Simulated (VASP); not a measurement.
Be: single point with r2SCAN

The system is Be.

```xyz
36
Lattice="7.1976 0.0000 0.0000 -3.5988 6.2333 0.0000 0.0000 0.0000 7.5191" Properties=species:S:1:pos:R:3 pbc="T T T"
Be    0.2020    0.2188    0.2745
Be    0.2792    1.5057    2.1383
Be    0.5729   -0.7396    4.7927
Be   -0.5488    1.3321    5.5578
Be   -2.8605    2.9386    0.1293
Be   -0.7650    4.2679    2.1205
Be   -0.8055    2.4768    3.7791
Be   -1.1845    3.3680    5.5906
Be   -1.0904    3.9588    0.0103
Be   -2.9610    5.2558    2.3093
Be   -2.3506    3.5961    3.8406
Be   -2.8711    4.7372    6.9878
Be    2.2615   -0.4041    0.3847
Be    2.8998    1.7762    1.2450
Be    2.3752    0.2369    3.6702
Be    1.5512    0.4390    5.9528
Be    0.4029    2.4631    0.1397
Be    1.3162    3.6082    2.2064
Be    0.8602    1.4136    4.1752
Be    0.9598    3.2541    5.5611
Be    0.5882    4.9668    0.4702
Be    0.5178    6.1003    2.3104
Be   -0.1310    4.4611    4.0355
Be   -0.1448    5.7155    5.6478
Be    5.1075    0.8416    0.4544
Be    4.8730    1.9705    2.1741
Be    5.9541    0.4945    3.8385
Be    4.6565    1.6024    5.4536
Be    3.1663    1.5518   -0.8053
Be    3.4361    3.5348    2.2134
Be    3.0500    2.1040    3.6680
Be    3.4248    3.5098    5.5895
Be    2.5037    3.8860    0.0510
Be    2.3046    5.4615    1.6007
Be    2.3458    4.5139    3.9287
Be    2.1554    5.8062    6.1802
```

```json
{
  "Program": "VASP 6.6.1",
  "Task": "single point",
  "Functional": "r2SCAN",
  "Potentials or basis": "VASP PAW PBE potentials, release 64 (Be)",
  "Cutoff": "520 eV",
  "k mesh": "2 × 2 × 2",
  "Occupations": "fermi-dirac, width 0.3 eV",
  "Spin": "no spin polarisation",
  "Dipole correction": "no",
  "Further INCAR settings": "LREAL = Auto; ALGO = Normal; EDIFF = 1e-06; NBANDS = 60"
}
```

| Property | Result |
| --- | --- |
| Pressure | -2.8 GPa |
| Largest force | 2.584 eV/Å |
| Band gap on the k mesh | zero (band 36 reaches 5.63 eV, above the bottom of band 37 at 5.00 eV) |

Forces in eV/Å, atoms in the order of the input:
```
Be  -0.671  1.198  0.465
Be  -0.408 -0.865 -0.426
Be  -1.146 -0.213 -0.915
Be   1.712  0.177  1.845
Be   0.346 -1.598  0.049
Be  -0.940 -0.280 -0.517
Be   0.863 -0.027 -0.288
Be  -0.876  0.927  0.456
Be   0.513 -0.650  0.122
Be   1.244  2.230  0.395
Be  -1.569  0.884 -0.828
Be   0.641  1.043 -1.073
Be   0.468  1.820  0.342
Be  -0.334 -0.257  0.782
Be  -0.088 -2.264 -0.064
Be  -0.312  0.969  1.050
Be   0.604 -0.156  0.019
Be  -0.347 -0.435 -0.170
Be   0.596 -0.360 -0.563
Be   0.391  0.396  0.356
Be   0.672 -0.492 -0.552
Be  -0.812 -0.086  0.834
Be   0.244  0.205 -0.542
Be   0.034 -0.004  1.440
Be  -0.330  0.167 -1.094
Be   0.300  0.629  1.119
Be   0.085 -0.681 -0.883
Be   0.416  0.051 -0.814
Be  -1.088 -0.565  0.176
Be  -0.783 -0.380 -0.767
Be  -0.235  1.112 -0.105
Be  -0.053 -0.402 -0.034
Be  -0.596 -0.708  0.275
Be   0.772 -0.049  0.411
Be   0.498 -0.126 -0.368
Be   0.193 -1.208 -0.134
```

Stress tensor (GPa, compression positive):
```
-0.43  1.38  2.70
 1.38 -0.76  4.82
 2.70  4.82 -7.26
```

Levels at points of the mesh, in eV from the Fermi level:
```csv
k point,band 32,band 33,band 34,band 35,band 36,band 37,band 38,band 39,band 40,band 41
"(0.00, 0.00, 0.00)",-0.50,-0.42,-0.27,0.18,0.36,0.47,0.51,0.74,0.87,1.40
"(0.50, 0.00, 0.00)",-1.42,-1.01,-0.74,-0.66,-0.49,-0.27,0.05,0.32,0.91,1.05
"(0.00, 0.50, 0.00)",-1.30,-0.86,-0.72,-0.56,-0.20,0.13,0.25,0.34,0.92,1.30
"(0.50, 0.50, 0.00)",-1.29,-0.95,-0.64,-0.51,-0.28,0.01,0.32,0.47,0.80,1.19
"(0.00, 0.00, 0.50)",-1.50,-1.24,-0.88,-0.53,-0.13,0.10,0.27,0.62,0.72,1.78
"(0.50, 0.00, 0.50)",-1.33,-1.05,-0.93,-0.41,-0.26,0.28,0.52,0.66,0.97,1.29
"(0.00, 0.50, 0.50)",-1.27,-1.17,-0.91,-0.22,-0.04,0.14,0.65,0.90,1.06,1.40
"(0.50, 0.50, 0.50)",-1.16,-0.97,-0.77,-0.55,-0.04,0.27,0.47,0.73,0.87,1.02
```

Run time: 13 min on 1 thread of Intel Xeon 6975P-C (shared host), peak memory 0.47 GiB.

Caveat: the k points lie up to 0.50 Å⁻¹ apart; the PAW data sets were made with another functional, which shifts forces and pressure a little.
